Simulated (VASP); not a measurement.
# BaTiO3 (R3m) in VASP: further runs, part 2 of 2

VASP 6.6.1. Earlier steps stand in the parts before.

### 3 Single point, PBEsol (11.55 Å³/atom)

This run uses another cell than the first one, of 11.55 Å³/atom.

Contents of INCAR:

```
PREC     = Accurate       # precision mode
ENCUT    = 520            # plane-wave cutoff, eV
EDIFF    = 1E-6           # SCF threshold, eV
ISMEAR   = 0              # smearing method
SIGMA    = 0.02           # smearing width, eV
LREAL    = False          # projectors in reciprocal space
LASPH    = True           # aspherical terms in the spheres
NELM     = 60             # most SCF steps
ALGO     = Normal         # electronic algorithm
ISIF     = 2              # what is computed and relaxed
LWAVE    = False          # write WAVECAR
LCHARG   = False          # write CHGCAR
GGA      = PS             # functional
NBANDS   = 28             # bands
```

Contents of KPOINTS:

```
Automatic mesh
0
Gamma
  9 9 9
```

Contents of POSCAR:

```
BaTiO3
1.0
    2.7332976292      1.5780701219      2.2316320605
   -2.7332976292      1.5780701219      2.2316320605
    0.0000000000     -3.1561402440      2.2316320604
Ba Ti O
1 1 3
Direct
    0.0038041920      0.0038041920      0.0038041920
    0.5037381322      0.5037381322      0.5037381322
    0.5038882077      0.5038882077      0.0038812603
    0.0038812603      0.5038882077      0.5038882077
    0.5038882077      0.0038812603      0.5038882077
```

Potentials or basis: VASP PAW PBE potentials, release 64 (Ba_sv, Ti_sv, O).

Started as:

```bash
$ cat potpaw_PBE.64/Ba_sv/POTCAR potpaw_PBE.64/Ti_sv/POTCAR potpaw_PBE.64/O/POTCAR > POTCAR
$ mpirun -np 1 vasp_std > vasp.out
```

OUTCAR:

```text
PREC = Accurate
   ENCUT = 520
   EDIFF = 1E-6
   ISMEAR = 0
   LREAL = False
   LASPH = True
   NELM = 60
   ISIF = 2
   GGA = PS

 ion  position               nearest neighbor table
   1  0.004  0.004  0.004-   3 2.73   4 2.73   5 2.73   4 2.73   5 2.73   5 2.73   4 2.73   3 2.73
                             3 2.73   3 2.73   4 2.73   5 2.73   2 3.35   2 3.35   2 3.35   2 3.35
   2  0.504  0.504  0.504-   3 1.93   4 1.93   5 1.93   3 1.93   4 1.93   5 1.93   1 3.35   1 3.35
                             1 3.35   1 3.35   1 3.35   1 3.35   1 3.35   1 3.35
   3  0.504  0.504  0.004-   2 1.93   2 1.93   1 2.73   1 2.73   1 2.73   1 2.73
   4  0.004  0.504  0.504-   2 1.93   2 1.93   1 2.73   1 2.73   1 2.73   1 2.73
   5  0.504  0.004  0.504-   2 1.93   2 1.93   1 2.73   1 2.73   1 2.73   1 2.73

  LATTYP: Found a trigonal (rhomboedric) cell.
 ALAT       =     3.8654110898
 COS(alpha) =    -0.0000287099

  Lattice vectors:

 A1 = (   2.7332976292,   1.5780701219,   2.2316320605)
 A2 = (  -2.7332976292,   1.5780701219,   2.2316320605)
 A3 = (   0.0000000000,  -3.1561402440,   2.2316320604)

Analysis of symmetry for initial positions (statically):
=====================================================================
 Subroutine PRICEL returns:
 Original cell was already a primitive cell.

 Routine SETGRP: Setting up the symmetry group for a
 trigonal (rhombohedral) supercell.

 Subroutine GETGRP returns: Found  6 space group operations
 (whereof  6 operations were pure point group operations)
 out of a pool of 12 trial point group operations.

The static configuration has the point symmetry C_3v.

Analysis of symmetry for dynamics (positions and initial velocities):
=====================================================================
 Subroutine PRICEL returns:
 Original cell was already a primitive cell.

 Routine SETGRP: Setting up the symmetry group for a
 trigonal (rhombohedral) supercell.

 Subroutine GETGRP returns: Found  6 space group operations
 (whereof  6 operations were pure point group operations)
 out of a pool of 12 trial point group operations.

[... 123 lines left out ...]
   IALGO  =     38    algorithm
   IMIX   =      4    mixing-type and parameters
     AMIX     =   0.40;   BMIX     =  1.00
     AMIX_MAG =   1.60;   BMIX_MAG =  1.00
  volume/ion in A,a.u.               =      11.55        77.95
  Fermi-wavevector in a.u.,A,eV,Ry     =   1.448435  2.737146 28.544549  2.097965
  Thomas-Fermi vector in A             =   2.566277
   LORBIT       =      0    0 simple, 1 ext, 2 COOP (PROOUT), +10 PAW based schemes
   GGA     = PS    functional components
   LHFCALC =     F    Hartree Fock is set to
   AEXX    =    0.0000 exact exchange contribution
   IVDW    =     0    specifies the selected vdW correction
   LEPSILON=     F    determine dielectric tensor
   LRPA    =     F    only Hartree local field effects (RPA)
 non-spin polarized calculation
 Gauss-broadening in eV      SIGMA  =   0.02
  energy-cutoff  :      520.00
  volume of cell :       57.75
 maximum number of plane-waves:      1572
 NGX is ok and might be reduce to    30
   NGX = 15   NGY = 15   NGZ = 15

 number of electron      40.0000003 magnetization

 Free energy of the ion-electron system (eV)
  ---------------------------------------------------
  ext. energy  EPLUGINS =         0.00000000
  ---------------------------------------------------
  free energy    TOTEN  =       -41.66098166 eV

  energy without entropy =      -41.66098166  energy(sigma->0) =      -41.66098166

 E-fermi :   4.6336     XC(G=0): -12.0771

 val. band max:        4.5166097030   @ k =   0.0000   0.0000   0.0000
 cond. band min:       6.4277485266   @ k =   0.0000   0.0000   0.0000
 fundamental gap:      1.9111388236
 Fermi energy:         4.6335586217

 k-point     1 :       0.0000    0.0000    0.0000
  band No.  band energies     occupation
      1     -51.3753      2.00000
      2     -27.7700      2.00000
      3     -27.7700      2.00000
      4     -27.7700      2.00000
      5     -20.0366      2.00000
      6     -12.4865      2.00000
[... 733 lines left out ...]
     27      13.3442      0.00000
     28      15.1274      0.00000

 [... further k-points ...]
[... 5 lines left out ...]
  --------------------------------------------------------------------------------------
  -------------------------------------------------------------------------------------
  Total        7.2057990      7.2057990      7.2108717      0.0000000     -0.0000000      0.0000000
  in kB      199.8967180    199.8967180    200.0374406      0.0000000     -0.0000000      0.0000000
  external PRESSURE =     199.9436255 kB  Pullay stress =       0.0000000 kB

 VOLUME and BASIS-vectors are now :
 -----------------------------------------------------------------------------
  energy-cutoff  :      520.00
  volume of cell :       57.75
      direct lattice vectors                 reciprocal lattice vectors
     2.733297629  1.578070122  2.231632060     0.182929219  0.105614234  0.149367514
    -2.733297629  1.578070122  2.231632060    -0.182929219  0.105614234  0.149367514
     0.000000000 -3.156140244  2.231632060     0.000000000 -0.211228467  0.149367514

 POSITION                                       TOTAL-FORCE (eV/Angst)
 -----------------------------------------------------------------------------------
      0.00000     -0.00000      0.02547         0.000000     -0.000000      0.001248
      0.00000     -0.00000      3.37247         0.000000     -0.000000      0.001606
      0.00000      1.57809      2.25765         0.000000      0.000020     -0.000951
     -1.36667     -0.78905      2.25765        -0.000017     -0.000010     -0.000951
      1.36667     -0.78905      2.25765         0.000017     -0.000010     -0.000951
 -----------------------------------------------------------------------------------
    total drift:                                0.000000     -0.000006     -0.001806

  FREE ENERGIE OF THE ION-ELECTRON SYSTEM (eV)
  ---------------------------------------------------
  free  energy   TOTEN  =       -41.6609816622 eV

  energy  without entropy=      -41.6609816622  energy(sigma->0) =      -41.66098166
```

OSZICAR:

```text
N       E                     dE             d eps       ncg     rms          rms(c)
DAV:   1     0.440545509894E+03    0.44055E+03   -0.21065E+04  4760   0.158E+03
DAV:   2    -0.519687577123E+01   -0.44574E+03   -0.42495E+03  5424   0.438E+02
DAV:   3    -0.494082078077E+02   -0.44211E+02   -0.43793E+02  6484   0.135E+02
DAV:   4    -0.515575125381E+02   -0.21493E+01   -0.21451E+01  7216   0.252E+01
DAV:   5    -0.516053426930E+02   -0.47830E-01   -0.47819E-01  6288   0.321E+00    0.257E+01
DAV:   6    -0.416983793632E+02    0.99070E+01   -0.49270E+01  6596   0.695E+01    0.102E+01
DAV:   7    -0.417378244720E+02   -0.39445E-01   -0.69794E+00  6080   0.195E+01    0.776E+00
DAV:   8    -0.416810831164E+02    0.56741E-01   -0.10345E+00  5824   0.995E+00    0.214E+00
DAV:   9    -0.416702429036E+02    0.10840E-01   -0.19296E-01  6212   0.370E+00    0.919E-01
DAV:  10    -0.416669330070E+02    0.33099E-02   -0.80902E-02  5652   0.189E+00    0.755E-01
DAV:  11    -0.416618776131E+02    0.50554E-02   -0.38623E-02  7052   0.170E+00    0.238E-01
DAV:  12    -0.416613129859E+02    0.56463E-03   -0.18952E-03  5556   0.410E-01    0.137E-01
DAV:  13    -0.416611034454E+02    0.20954E-03   -0.52317E-04  6612   0.142E-01    0.102E-01
DAV:  14    -0.416609849551E+02    0.11849E-03   -0.45477E-04  6820   0.205E-01    0.333E-02
DAV:  15    -0.416609854219E+02   -0.46673E-06   -0.27037E-05  5712   0.359E-02    0.256E-02
DAV:  16    -0.416609815626E+02    0.38593E-05   -0.26235E-05  5340   0.303E-02    0.146E-02
DAV:  17    -0.416609816622E+02   -0.99612E-07   -0.20962E-06  4148   0.155E-02
   1 F= -.41660982E+02 E0= -.41660982E+02  d E =-.590691E-19
```

stdout:

```text
POSCAR found type information on POSCAR BaTiO
 POSCAR found :  3 types and       5 ions
 scaLAPACK will be used
 -----------------------------------------------------------------------------
|                                                                             |
|                                                                             |
|     You enforced a specific xc type in the INCAR file but a different       |
|     I HOPE YOU KNOW WHAT YOU ARE DOING!                                     |
|                                                                             |
 -----------------------------------------------------------------------------

 LDA part: xc-table for (Slater+PW92), standard interpolation
 POSCAR, INCAR and KPOINTS ok, starting setup
 FFT: planning ... GRIDC
 FFT: planning ... GRID_SOFT
 FFT: planning ... GRID
 WAVECAR not read
 entering main loop
```

Run time: 2.4 min. Hardware: 1 thread of Intel Xeon Platinum 8259CL at 2.50GHz (Skylake/Cascade Lake), shared host; peak memory 0.26 GiB.

Results:

| Quantity | Value |
| --- | --- |
| Free energy | -41.6610 eV |
| Pressure | 20.0 GPa |
| Band gap on the k mesh | 1.91 eV |

Levels at points of the mesh, in eV from the valence-band top:
```
           k point  band 17  band 18  band 19  band 20  band 21  band 22  band 23  band 24
(0.00, 0.00, 0.00)    -1.27     0.00     0.00     0.00     1.91     1.91     1.91     4.67
```

Caveat: the cell stands under pressure; the PAW data sets were made with another functional, which shifts forces and pressure a little; spin-orbit coupling is left out, which moves the levels of the heavy elements; an odd mesh through Γ misses points on the zone boundary, where band edges can lie.

### 4 Single point, PBEsol (11.93 Å³/atom)

This run uses another cell than the first one, of 11.93 Å³/atom.

Contents of INCAR:

```
PREC = Accurate
ENCUT = 520
EDIFF = 1E-6
ISMEAR = 0
SIGMA = 0.02
LREAL = False
LASPH = True
NELM = 80
ALGO = Normal
ISIF = 2
LWAVE = False
LCHARG = True
GGA = PS
LELF = True
LVHAR = True
NBANDS = 28
```

Contents of KPOINTS:

```
regular mesh
0
Gamma
  9 9 9
```

Contents of POSCAR:

```
BaTiO3
1.0
    2.7631793723      1.5953223544      2.2556138174
   -2.7631793723      1.5953223544      2.2556138174
    0.0000000000     -3.1906447089      2.2556138174
Ba Ti O
1 1 3
Direct
    0.0030169431      0.0030169431      0.0030169431
    0.5011665842      0.5011665842      0.5011665842
    0.5048538656      0.5048538656      0.0053087413
    0.0053087413      0.5048538656      0.5048538656
    0.5048538656      0.0053087413      0.5048538656
```

Potentials or basis: VASP PAW PBE potentials, release 64 (Ba_sv, Ti_sv, O).

Started as:

```bash
$ cat potpaw_PBE.64/Ba_sv/POTCAR potpaw_PBE.64/Ti_sv/POTCAR potpaw_PBE.64/O/POTCAR > POTCAR
$ mpirun -np 1 vasp_std > vasp.out
```

OUTCAR:

```text
PREC = Accurate
   ENCUT = 520
   EDIFF = 1E-6
   ISMEAR = 0
   LREAL = False
   LASPH = True
   NELM = 80
   ISIF = 2
   GGA = PS

 ion  position               nearest neighbor table
   1  0.003  0.003  0.003-   3 2.75   4 2.75   5 2.75   3 2.76   3 2.76   4 2.76   5 2.76   5 2.76
                             4 2.76   3 2.77   4 2.77   5 2.77   2 3.37   2 3.38   2 3.38   2 3.38
   2  0.501  0.501  0.501-   4 1.94   5 1.94   3 1.94   5 1.97   4 1.97   3 1.97   1 3.37   1 3.38
                             1 3.38   1 3.38   1 3.39   1 3.39   1 3.39   1 3.40
   3  0.505  0.505  0.005-   2 1.94   2 1.97   1 2.75   1 2.76   1 2.76   1 2.77
   4  0.005  0.505  0.505-   2 1.94   2 1.97   1 2.75   1 2.76   1 2.76   1 2.77
   5  0.505  0.005  0.505-   2 1.94   2 1.97   1 2.75   1 2.76   1 2.76   1 2.77

  LATTYP: Found a trigonal (rhomboedric) cell.
 ALAT       =     3.9074297628
 COS(alpha) =    -0.0001515021

  Lattice vectors:

 A1 = (   2.7631793723,   1.5953223544,   2.2556138174)
 A2 = (  -2.7631793723,   1.5953223544,   2.2556138174)
 A3 = (   0.0000000000,  -3.1906447089,   2.2556138174)

Analysis of symmetry for initial positions (statically):
[... 184 lines left out ...]
 fundamental gap:      1.8879973855
 Fermi energy:         4.3570729608

 k-point     1 :       0.0000    0.0000    0.0000
  band No.  band energies     occupation
      1     -51.7855      2.00000
      2     -28.1567      2.00000
      3     -28.1567      2.00000
      4     -28.1566      2.00000
      5     -20.3543      2.00000
      6     -12.7003      2.00000
[... 733 lines left out ...]
     27      12.7641      0.00000
     28      14.5920      0.00000

 [... further k-points ...]

------------------------ aborting loop because EDIFF is reached ----------------------------------------

  FORCE on cell =-STRESS in cart. coord.  units (eV):
  Direction    XX          YY          ZZ          XY          YZ          ZX
  --------------------------------------------------------------------------------------
  -------------------------------------------------------------------------------------
  Total        4.4533277      4.4533277      4.4826829      0.0000000     -0.0000000      0.0000000
  in kB      119.5973911    119.5973911    120.3857478      0.0000000     -0.0000000      0.0000000
  external PRESSURE =     119.8601767 kB  Pullay stress =       0.0000000 kB

 VOLUME and BASIS-vectors are now :
 -----------------------------------------------------------------------------
  energy-cutoff  :      520.00
  volume of cell :       59.66
      direct lattice vectors                 reciprocal lattice vectors
     2.763179372  1.595322354  2.255613817     0.180950974  0.104472094  0.147779434
    -2.763179372  1.595322354  2.255613817    -0.180950974  0.104472094  0.147779434
     0.000000000 -3.190644709  2.255613817     0.000000000 -0.208944188  0.147779434

 POSITION                                       TOTAL-FORCE (eV/Angst)
 -----------------------------------------------------------------------------------
      0.00000     -0.00000      0.02042         0.000000     -0.000000      0.008339
      0.00000     -0.00000      3.39131         0.000000     -0.000000      0.009187
      0.00000      1.59387      2.28949         0.000000      0.002333     -0.005842
     -1.38033     -0.79694      2.28949        -0.002020     -0.001167     -0.005842
      1.38033     -0.79694      2.28949         0.002020     -0.001167     -0.005842
 -----------------------------------------------------------------------------------
    total drift:                               -0.000000     -0.000004     -0.000715

  FREE ENERGIE OF THE ION-ELECTRON SYSTEM (eV)
  ---------------------------------------------------
  free  energy   TOTEN  =       -41.8511066557 eV

  energy  without entropy=      -41.8511066557  energy(sigma->0) =      -41.85110666
```

OSZICAR:

```text
N       E                     dE             d eps       ncg     rms          rms(c)
DAV:   1     0.436371908669E+03    0.43637E+03   -0.21023E+04  4760   0.157E+03
DAV:   2    -0.578477982268E+01   -0.44216E+03   -0.42088E+03  5376   0.436E+02
DAV:   3    -0.497000015147E+02   -0.43915E+02   -0.43490E+02  6532   0.135E+02
DAV:   4    -0.518566337951E+02   -0.21566E+01   -0.21524E+01  7232   0.253E+01
DAV:   5    -0.519075293054E+02   -0.50896E-01   -0.50885E-01  6380   0.323E+00    0.246E+01
DAV:   6    -0.419505433219E+02    0.99570E+01   -0.50414E+01  6636   0.681E+01    0.990E+00
DAV:   7    -0.419484329763E+02    0.21103E-02   -0.75365E+00  6168   0.200E+01    0.734E+00
DAV:   8    -0.418632224341E+02    0.85211E-01   -0.10374E+00  5900   0.973E+00    0.231E+00
DAV:   9    -0.418628358053E+02    0.38663E-03   -0.18517E-01  6024   0.323E+00    0.975E-01
DAV:  10    -0.418557390459E+02    0.70968E-02   -0.79381E-02  6224   0.203E+00    0.655E-01
DAV:  11    -0.418522965448E+02    0.34425E-02   -0.34524E-02  7304   0.154E+00    0.266E-01
DAV:  12    -0.418515205292E+02    0.77602E-03   -0.19093E-03  5412   0.411E-01    0.144E-01
DAV:  13    -0.418513259817E+02    0.19455E-03   -0.48649E-04  6768   0.122E-01    0.114E-01
DAV:  14    -0.418511242019E+02    0.20178E-03   -0.73353E-04  6704   0.260E-01    0.813E-02
DAV:  15    -0.418511152044E+02    0.89975E-05   -0.50345E-05  6408   0.537E-02    0.433E-02
DAV:  16    -0.418511077172E+02    0.74872E-05   -0.23950E-05  5336   0.295E-02    0.109E-02
DAV:  17    -0.418511069158E+02    0.80142E-06   -0.12672E-05  5452   0.229E-02    0.907E-03
DAV:  18    -0.418511066557E+02    0.26007E-06   -0.13378E-06  2988   0.784E-03
   1 F= -.41851107E+02 E0= -.41851107E+02  d E =-.885164E-23
```

It took 2.6 min on 1 thread of Intel Xeon Platinum 8259CL at 2.50GHz (Skylake/Cascade Lake), shared host; peak memory 0.27 GiB.

What came out:

```
Free energy            : -41.8511 eV
Pressure               : 12.0 GPa
Largest force          : 0.009 eV/Å
Band gap on the k mesh : 1.89 eV (least direct gap 1.92 eV)
```

Forces on the atoms (eV/Å):
```
Ba   0.000  0.000  0.008
Ti   0.000  0.000  0.009
O    0.000  0.002 -0.006
O   -0.002 -0.001 -0.006
O    0.002 -0.001 -0.006
```

Caveat: the cell stands under pressure; the PAW data sets were made with another functional, which shifts forces and pressure a little; spin-orbit coupling is left out, which moves the levels of the heavy elements; an odd mesh through Γ misses points on the zone boundary, where band edges can lie.

### 5 Single point, PBEsol (12.31 Å³/atom)

This run uses another cell than the first one, of 12.31 Å³/atom.

Contents of INCAR:

```
ALGO = Normal ; EDIFF = 1E-7
ENCUT = 520 ; GGA = PS
ISIF = 2 ; ISMEAR = 0
LASPH = T ; LCHARG = T
LELF = T ; LREAL = F
LVHAR = T ; LWAVE = F
NBANDS = 28 ; NELM = 100
PREC = Accurate ; SIGMA = 0.02
```

Contents of KPOINTS:

```
k-points
0
Gamma
  9 9 9
```

Contents of POSCAR:

```
BaTiO3
1.0
    2.7906440466      1.6111790915      2.2820118424
   -2.7906440466      1.6111790915      2.2820118424
    0.0000000000     -3.2223581831      2.2820118424
Ba Ti O
1 1 3
Direct
   -0.0001015001     -0.0001015001     -0.0001015001
    0.4918495202      0.4918495202      0.4918495202
    0.5080314823      0.5080314823      0.0113890152
    0.0113890152      0.5080314823      0.5080314823
    0.5080314823      0.0113890152      0.5080314823
```

Started as:

```bash
$ cat potpaw_PBE.64/Ba_sv/POTCAR potpaw_PBE.64/Ti_sv/POTCAR potpaw_PBE.64/O/POTCAR > POTCAR
$ mpirun -np 1 vasp_std > vasp.out
```

Wall time 2.2 min (1 thread of Intel Xeon Platinum 8259CL at 2.50GHz (Skylake/Cascade Lake), shared host); peak memory 0.28 GiB.

The run converged. Its results:

```yaml
Free_energy: -41.9572 eV
Pressure: 6.3 GPa
Largest_force: 0.037 eV/Å
Band_gap_on_the_k_mesh: 2.09 eV (least direct gap 2.26 eV)
```

Forces on the atoms (eV/Å):
```
Ba   0.000  0.000  0.028
Ti   0.000  0.000  0.037
O    0.000  0.013 -0.022
O   -0.011 -0.006 -0.022
O    0.011 -0.006 -0.022
```

Levels at points of the mesh, in eV from the valence-band top:
| k point | band 16 | band 17 | band 18 | band 19 | band 20 | band 21 | band 22 | band 23 | band 24 | band 25 |
| --- | --- | --- | --- | --- | --- | --- | --- | --- | --- | --- |
| (0.00, 0.00, 0.00) | -1.23 | -1.13 | -0.26 | -0.18 | -0.18 | 2.09 | 2.09 | 2.18 | 4.49 | 4.49 |

Caveat: the cell stands under pressure; the PAW data sets were made with another functional, which shifts forces and pressure a little; spin-orbit coupling is left out, which moves the levels of the heavy elements; an odd mesh through Γ misses points on the zone boundary, where band edges can lie.

### 6 The runs side by side

```csv
cell,gap on the mesh (eV),pressure (GPa),largest force (eV/Å)
"a = 3.822 Å, 5 atoms, atomic positions A",1.92,29.4,-
"a = 3.865 Å, 5 atoms, atomic positions A",1.91,20.0,-
"a = 3.907 Å, 5 atoms, atomic positions B",1.89,12.0,0.01
"a = 3.949 Å, angles 89.9°, 5 atoms, atomic positions C",2.09,6.3,0.04
```

Alike in all rows: task single point; level PBEsol; potentials or basis VASP PAW PBE potentials, release 64 (Ba_sv, Ti_sv, O); no spin polarisation; k mesh 9 × 9 × 9; cutoff (eV) 520; smearing gaussian 0.02 eV.

Caveats: the cell stands under pressure; the PAW data sets were made with another functional, which shifts forces and pressure a little; spin-orbit coupling is left out, which moves the levels of the heavy elements; an odd mesh through Γ misses points on the zone boundary, where band edges can lie.

Total energies depend on the potentials used, so only differences within one code and one set of settings carry meaning.
